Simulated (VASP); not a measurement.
# Li3ClO (P4/mmm) in VASP: further runs

The runs below take Li3ClO through single point, with LDA.

All numbers are computed with VASP 6.6.1; they aren't measurements. Logs are shortened: lines on timing, memory, paths and dates and some standing lists are left out, and cuts for length are marked.

## Step 1: The cell of the first run

It takes space group P4/mmm (No. 123, tetragonal). Conventional cell: a = 4.246 Å, b = 4.246 Å, c = 3.312 Å, α = 90.00°, β = 90.00°, γ = 90.00°. Li (site symmetry mmm) has 2 O at 2.12 Å and 4 Li at 2.69 Å and 4 Cl at 2.69 Å within 2.8 Å. Within 2.2 Å of Li (site symmetry 4/mmm) lie 2 O at 1.66 Å. Within 3.6 Å of Cl (site symmetry 4/mmm) lie 12 Li at 2.69 to 3.00 Å and 2 Cl at 3.31 Å and 8 O at 3.43 Å. O (site symmetry 4/mmm) has 6 Li at 1.66 to 2.12 Å within 2.2 Å.

## Step 2: Single point, LDA

INCAR

```
SYSTEM = Li3ClO
  ALGO = Normal
  EDIFF = 1E-6
  ENCUT = 520
  GGA = CA
  ISIF = 2
  ISMEAR = 0
  LASPH = .True.
  LCHARG = .False.
  LREAL = .False.
  LWAVE = .False.
  NBANDS = 19
  NELM = 100
  PREC = Accurate
  SIGMA = 0.05
```

KPOINTS

```
k-points
0
Gamma
  6 6 6
  0 0 0
```

POSCAR

```
Li3ClO
1.0
    4.2458091621      0.0000000000      0.0000000000
    0.0000000000      4.2458091621      0.0000000000
    0.0000000000      0.0000000000      3.3117311464
Li Cl O
3 1 1
Direct
    0.0000000000      0.5000000000      0.5000000000
    0.5000000000      0.0000000000      0.5000000000
    0.5000000000      0.5000000000      0.0000000000
    0.0000000000      0.0000000000      0.0000000000
    0.5000000000      0.5000000000      0.5000000000
```

Potentials or basis: VASP PAW LDA potentials, release 64 (Li_sv, Cl, O).

The run is started by

```
cat potpaw_LDA.64/Li_sv/POTCAR potpaw_LDA.64/Cl/POTCAR potpaw_LDA.64/O/POTCAR > POTCAR
mpirun -np 1 vasp_std > vasp.out
```

OUTCAR:

```text
SYSTEM = Li3ClO
   EDIFF = 1E-6
   ENCUT = 520
   GGA = CA
   ISIF = 2
   ISMEAR = 0
   LASPH = .True.
   LREAL = .False.
   NELM = 100
   PREC = Accurate

 ion  position               nearest neighbor table
   1  0.000  0.500  0.500-   5 2.12   5 2.12
   2  0.500  0.000  0.500-   5 2.12   5 2.12
   3  0.500  0.500  0.000-   5 1.66   5 1.66
   4  0.000  0.000  0.000-
   5  0.500  0.500  0.500-   3 1.66   3 1.66   1 2.12   2 2.12   2 2.12   1 2.12

  LATTYP: Found a simple tetragonal cell.
 ALAT       =     4.2458091621
 C/A-ratio  =     0.7800000000

  Lattice vectors:

 A1 = (   4.2458091621,   0.0000000000,   0.0000000000)
 A2 = (   0.0000000000,   4.2458091621,   0.0000000000)
 A3 = (   0.0000000000,   0.0000000000,   3.3117311464)

Analysis of symmetry for initial positions (statically):
=====================================================================
 Subroutine PRICEL returns:
 Original cell was already a primitive cell.

 Routine SETGRP: Setting up the symmetry group for a
 simple tetragonal supercell.

 Subroutine GETGRP returns: Found 16 space group operations
 (whereof 16 operations were pure point group operations)
 out of a pool of 16 trial point group operations.

The static configuration has the point symmetry D_4h.

Analysis of symmetry for dynamics (positions and initial velocities):
=====================================================================
 Subroutine PRICEL returns:
 Original cell was already a primitive cell.

 Routine SETGRP: Setting up the symmetry group for a
 simple tetragonal supercell.

 Subroutine GETGRP returns: Found 16 space group operations
 (whereof 16 operations were pure point group operations)
 out of a pool of 16 trial point group operations.

The dynamic configuration has the point symmetry D_4h.

 Subroutine INISYM returns: Found 16 space group operations
 (whereof 16 operations are pure point group operations),
 and found     1 'primitive' translations

----------------------------------------------------------------------------------------

                                     Primitive cell

  volume of cell :      59.7002

  direct lattice vectors                    reciprocal lattice vectors
     4.245809162  0.000000000  0.000000000     0.235526365  0.000000000  0.000000000
     0.000000000  4.245809162  0.000000000     0.000000000  0.235526365  0.000000000
     0.000000000  0.000000000  3.311731146     0.000000000  0.000000000  0.301956879

  length of vectors
     4.245809162  4.245809162  3.311731146     0.235526365  0.235526365  0.301956879

  position of ions in fractional coordinates (direct lattice)
     0.000000000  0.500000000  0.500000000
     0.500000000  0.000000000  0.500000000
     0.500000000  0.500000000  0.000000000
     0.000000000  0.000000000  0.000000000
     0.500000000  0.500000000  0.500000000

  ion indices of the primitive-cell ions
   primitive index   ion index
                 1           1
                 2           2
                 3           3
                 4           4
                 5           5

----------------------------------------------------------------------------------------

 KPOINTS: k-points

Automatic generation of k-mesh.
 Grid dimensions read from file:
 generate k-points for:    6    6    6

 Generating k-lattice:

  Cartesian coordinates                     Fractional coordinates (reciprocal lattice)
     0.039254394  0.000000000  0.000000000     0.166666667  0.000000000  0.000000000
     0.000000000  0.039254394  0.000000000     0.000000000  0.166666667  0.000000000
     0.000000000  0.000000000  0.050326146     0.000000000  0.000000000  0.166666667

  Length of vectors
     0.039254394  0.039254394  0.050326146

  Shift w.r.t. Gamma in fractional coordinates (k-lattice)
     0.000000000  0.000000000  0.000000000

 Subroutine IBZKPT returns following result:
 ===========================================

 Found     40 irreducible k-points:

 Following reciprocal coordinates:
            Coordinates               Weight
  0.000000  0.000000  0.000000      1.000000
  0.166667  0.000000  0.000000      4.000000
  0.333333  0.000000  0.000000      4.000000
  0.500000  0.000000  0.000000      2.000000
  0.166667  0.166667  0.000000      4.000000
  0.333333  0.166667  0.000000      8.000000
[... 16 lines left out ...]
  0.333333  0.000000  0.333333      8.000000
  0.500000  0.000000  0.333333      4.000000
 [... further k-points ...]
   k-points           NKPTS =     40   k-points in BZ     NKDIM =     40   number of bands    NBANDS=     19
   number of dos      NEDOS =    301   number of ions     NIONS =      5
   total plane-waves  NPLWV =  28672
   dimension x,y,z NGX =    32 NGY =   32 NGZ =   28
   dimension x,y,z NGXF=    64 NGYF=   64 NGZF=   56
   ions per type =               3   1   1
   NGX,Y,Z   is equivalent  to a cutoff of  12.53, 12.53, 14.06 a.u.
   NGXF,Y,Z  is equivalent  to a cutoff of  25.06, 25.06, 28.11 a.u.
 SYSTEM =  Li3ClO
   PREC   = accura    normal or accurate (medium, high low for compatibility)
   ISTART =      0    job   : 0-new  1-cont  2-samecut
   ICHARG =      2    charge: 1-file 2-atom 10-const
   ISPIN  =      1    spin polarized calculation?
   LNONCOLLINEAR =      F non collinear calculations
   LSORBIT =      F    spin-orbit coupling
   LASPH  =      T    aspherical Exc in radial PAW
   ENCUT  =  520.0 eV  38.22 Ry    6.18 a.u.   7.89  7.89  6.16*2*pi/ulx,y,z
   NELM   =    100;   NELMIN=  2; NELMDL= -5     # of ELM steps
   EDIFF  = 0.1E-05   stopping-criterion for ELM
   LREAL  =      F    real-space projection
   EDIFFG = 0.1E-04   stopping-criterion for IOM
   NSW    =      0    number of steps for IOM
   IBRION =     -1    ionic relax: 0-MD 1-quasi-New 2-CG
   NFREE  =      0    steps in history (QN), initial steepest desc. (CG)
   ISIF   =      2    stress and relaxation
   ISYM   =      2    0-nonsym 1-usesym 2-fastsym
   POTIM  = 0.5000    time-step for ionic-motion
   TEBEG  =    0.0;   TEEND  =   0.0 temperature during run
   PSTRESS=    0.0 pullay stress
   NELECT =      22.0000    total number of electrons
   NUPDOWN=      -1.0000    fix difference up-down
   EMIN   =  10.00;   EMAX   =-10.00  energy-range for DOS
   EFERMI =   0.00;   METHOD = LEGACY
   ISMEAR =     0;   SIGMA  =   0.05  broadening in eV -4-tet -1-fermi 0-gaus
   EFERMI_NEDOS =   21; number of points for ismear=-14 and -15
   IALGO  =     38    algorithm
   IMIX   =      4    mixing-type and parameters
     AMIX     =   0.40;   BMIX     =  1.00
     AMIX_MAG =   1.60;   BMIX_MAG =  1.00
  volume/ion in A,a.u.               =      11.94        80.58
  Fermi-wavevector in a.u.,A,eV,Ry     =   1.173700  2.217971 18.742996  1.377571
  Thomas-Fermi vector in A             =   2.310109
   LORBIT       =      0    0 simple, 1 ext, 2 COOP (PROOUT), +10 PAW based schemes
   GGA     = CA    functional components
   LHFCALC =     F    Hartree Fock is set to
   AEXX    =    0.0000 exact exchange contribution
   IVDW    =     0    specifies the selected vdW correction
   LEPSILON=     F    determine dielectric tensor
   LRPA    =     F    only Hartree local field effects (RPA)
 non-spin polarized calculation
 Gauss-broadening in eV      SIGMA  =   0.05
  energy-cutoff  :      520.00
  volume of cell :       59.70
 maximum number of plane-waves:      1636
 NGX is ok and might be reduce to    32

 number of electron      21.9999976 magnetization

 Free energy of the ion-electron system (eV)
  ---------------------------------------------------
  ext. energy  EPLUGINS =         0.00000000
  ---------------------------------------------------
  free energy    TOTEN  =       -23.02971554 eV

  energy without entropy =      -23.02971554  energy(sigma->0) =      -23.02971554

 E-fermi :   2.0072     XC(G=0):  -9.5215

 val. band max:        1.6666504399   @ k =   0.5000   0.0000   0.5000
 cond. band min:       5.7026579892   @ k =   0.5000   0.0000   0.5000
 fundamental gap:      4.0360075493
 Fermi energy:         2.0071938421

 k-point     1 :       0.0000    0.0000    0.0000
  band No.  band energies     occupation
      1     -41.5203      2.00000
      2     -41.4995      2.00000
      3     -39.5656      2.00000
      4     -13.2886      2.00000
      5     -12.4968      2.00000
      6      -1.8807      2.00000
[... 11 lines left out ...]
     18      14.3679      0.00000
     19      14.3731      0.00000

 k-point     2 :       0.1667    0.0000    0.0000
  band No.  band energies     occupation
      1     -41.5188      2.00000
      2     -41.5008      2.00000
      3     -39.5658      2.00000
      4     -13.2410      2.00000
      5     -12.5565      2.00000
      6      -1.8851      2.00000
[... 11 lines left out ...]
     18      13.4206      0.00000
     19      14.4697      0.00000

 k-point     3 :       0.3333    0.0000    0.0000
  band No.  band energies     occupation
      1     -41.5148      2.00000
      2     -41.5044      2.00000
      3     -39.5661      2.00000
      4     -13.1075      2.00000
      5     -12.7137      2.00000
      6      -1.8996      2.00000
[... 11 lines left out ...]
     18      12.5888      0.00000
     19      14.0753      0.00000

 k-point     4 :       0.5000    0.0000    0.0000
  band No.  band energies     occupation
      1     -41.5098      2.00000
      2     -41.5091      2.00000
      3     -39.5662      2.00000
      4     -12.9205      2.00000
      5     -12.9125      2.00000
      6      -1.9100      2.00000
[... 407 lines left out ...]
     18      12.3299      0.00000
     19      14.4989      0.00000

 k-point    23 :       0.3333    0.0000    0.3333
  band No.  band energies     occupation
      1     -41.5120      2.00000
      2     -41.5023      2.00000
      3     -39.5583      2.00000
      4     -13.1704      2.00000
      5     -12.5742      2.00000
      6      -2.1023      2.00000
[... 11 lines left out ...]
     18      12.9966      0.00000
     19      15.9702      0.00000

 k-point    24 :       0.5000    0.0000    0.3333
  band No.  band energies     occupation
      1     -41.5072      2.00000
      2     -41.5069      2.00000
      3     -39.5584      2.00000
      4     -13.1617      2.00000
      5     -12.5792      2.00000
      6      -2.1223      2.00000
[... 11 lines left out ...]
     18      13.9981      0.00000
     19      14.1310      0.00000

 [... further k-points ...]

------------------------ aborting loop because EDIFF is reached ----------------------------------------

  FORCE on cell =-STRESS in cart. coord.  units (eV):
  Direction    XX          YY          ZZ          XY          YZ          ZX
  --------------------------------------------------------------------------------------
  -------------------------------------------------------------------------------------
  Total       -3.3550905     -3.3550905      5.4751516      0.0000000     -0.0000000      0.0000000
  in kB      -90.0406883    -90.0406883    146.9368487      0.0000000     -0.0000000      0.0000000
  external PRESSURE =     -11.0481760 kB  Pullay stress =       0.0000000 kB

 VOLUME and BASIS-vectors are now :
 -----------------------------------------------------------------------------
  energy-cutoff  :      520.00
  volume of cell :       59.70
      direct lattice vectors                 reciprocal lattice vectors
     4.245809162  0.000000000  0.000000000     0.235526365  0.000000000  0.000000000
     0.000000000  4.245809162  0.000000000     0.000000000  0.235526365  0.000000000
     0.000000000  0.000000000  3.311731146     0.000000000  0.000000000  0.301956879

 POSITION                                       TOTAL-FORCE (eV/Angst)
 -----------------------------------------------------------------------------------
      0.00000      2.12290      1.65587         0.000000      0.000000      0.000000
      2.12290      0.00000      1.65587         0.000000      0.000000      0.000000
      2.12290      2.12290      0.00000         0.000000      0.000000      0.000000
      0.00000      0.00000      0.00000         0.000000      0.000000      0.000000
      2.12290      2.12290      1.65587         0.000000      0.000000      0.000000
 -----------------------------------------------------------------------------------
    total drift:                                0.000000     -0.000000     -0.000000

  FREE ENERGIE OF THE ION-ELECTRON SYSTEM (eV)
  ---------------------------------------------------
  free  energy   TOTEN  =       -23.0297155418 eV

  energy  without entropy=      -23.0297155418  energy(sigma->0) =      -23.02971554
```

Run time: 22 s. Hardware: 1 thread of Intel Xeon Platinum 8488C (Sapphire Rapids), shared host; peak memory 0.17 GiB.

What came out:

```
Free energy            : -23.0297 eV
Band gap on the k mesh : 4.04 eV
```

Levels at points of the mesh, in eV from the valence-band top:
```csv
k point,band 8,band 9,band 10,band 11,band 12,band 13,band 14,band 15
"(0.00, 0.00, 0.00)",-1.93,-0.87,-0.75,-0.75,4.16,6.01,8.00,10.17
"(0.50, 0.00, 0.00)",-1.56,-1.42,-1.42,-1.33,6.21,7.21,7.85,8.73
"(0.50, 0.50, 0.00)",-1.32,-1.27,-0.28,-0.28,5.76,5.77,9.20,9.20
"(0.00, 0.00, 0.50)",-2.47,-1.12,-1.12,-0.79,5.53,5.56,7.40,7.40
"(0.50, 0.00, 0.50)",-2.34,-0.98,-0.37,0.00,4.04,6.42,6.64,7.44
"(0.50, 0.50, 0.50)",-3.34,-0.87,-0.87,-0.53,7.17,7.17,8.10,8.10
```

Caveat: the cutoff is under 1.25 times the usual one of these potentials, so pressure, stress and relaxed cells hold a basis-set (Pulay) error. A k mesh can miss the band edges.

## Step 3: Single point, LDA

This run uses another cell than the first one, of the same volume but with other edges.

INCAR

```
PREC     = Accurate       # precision mode
ENCUT    = 520            # plane-wave cutoff, eV
EDIFF    = 1E-7           # SCF threshold, eV
ISMEAR   = 0              # smearing method
SIGMA    = 0.05           # smearing width, eV
LREAL    = False          # projectors in reciprocal space
LASPH    = True           # aspherical terms in the spheres
NELM     = 80             # most SCF steps
ALGO     = Normal         # electronic algorithm
ISIF     = 2              # what is computed and relaxed
LWAVE    = False          # write WAVECAR
LCHARG   = False          # write CHGCAR
NBANDS   = 19             # bands
```

KPOINTS

```
Automatic mesh
0
Gamma
  6 6 6
```

POSCAR: that of step 2 with these lines changed.

```diff
@@ -2,5 +2,5 @@
 1.0
-    4.2458091621      0.0000000000      0.0000000000
-    0.0000000000      4.2458091621      0.0000000000
-    0.0000000000      0.0000000000      3.3117311464
+    3.5810541379      0.0000000000      0.0000000000
+    0.0000000000      3.5810541379      0.0000000000
+    0.0000000000      0.0000000000      4.6553703793
 Li Cl O
```

Potentials or basis: VASP PAW LDA potentials, release 64 (Li_sv, Cl, O).

The run is started by

```
cat potpaw_LDA.64/Li_sv/POTCAR potpaw_LDA.64/Cl/POTCAR potpaw_LDA.64/O/POTCAR > POTCAR
mpirun -np 1 vasp_std > vasp.out
```

Wall time 34 s (1 thread of Intel Xeon Platinum 8488C (Sapphire Rapids), shared host); peak memory 0.17 GiB.

Results (log left out):

```yaml
Free_energy: -23.2732 eV
Band_gap_on_the_k_mesh: 3.87 eV (least direct gap 4.02 eV)
```

Levels at points of the mesh, in eV from the valence-band top:
| k point | band 7 | band 8 | band 9 | band 10 | band 11 | band 12 | band 13 | band 14 | band 15 | band 16 |
| --- | --- | --- | --- | --- | --- | --- | --- | --- | --- | --- |
| (0.00, 0.00, 0.00) | -2.36 | -2.36 | -0.84 | -0.84 | -0.08 | 4.48 | 6.89 | 7.66 | 10.23 | 11.91 |
| (0.50, 0.00, 0.00) | -2.56 | -1.68 | -1.07 | -1.04 | -1.02 | 6.17 | 6.60 | 7.84 | 8.82 | 9.50 |
| (0.50, 0.50, 0.00) | -3.85 | -2.16 | -0.59 | -0.16 | -0.16 | 3.87 | 6.80 | 6.80 | 6.86 | 11.21 |
| (0.00, 0.00, 0.50) | -1.99 | -1.99 | -1.28 | -1.28 | -1.06 | 6.80 | 7.30 | 7.50 | 10.24 | 10.55 |
| (0.50, 0.00, 0.50) | -3.43 | -1.64 | -1.03 | -0.04 | 0.00 | 5.38 | 6.13 | 8.37 | 8.40 | 9.42 |
| (0.50, 0.50, 0.50) | -3.74 | -2.79 | -0.58 | -0.58 | -0.55 | 6.20 | 8.22 | 8.70 | 8.70 | 9.53 |

Caveat: the cutoff is under 1.25 times the usual one of these potentials, so pressure, stress and relaxed cells hold a basis-set (Pulay) error.

[end of part 1 of 2]
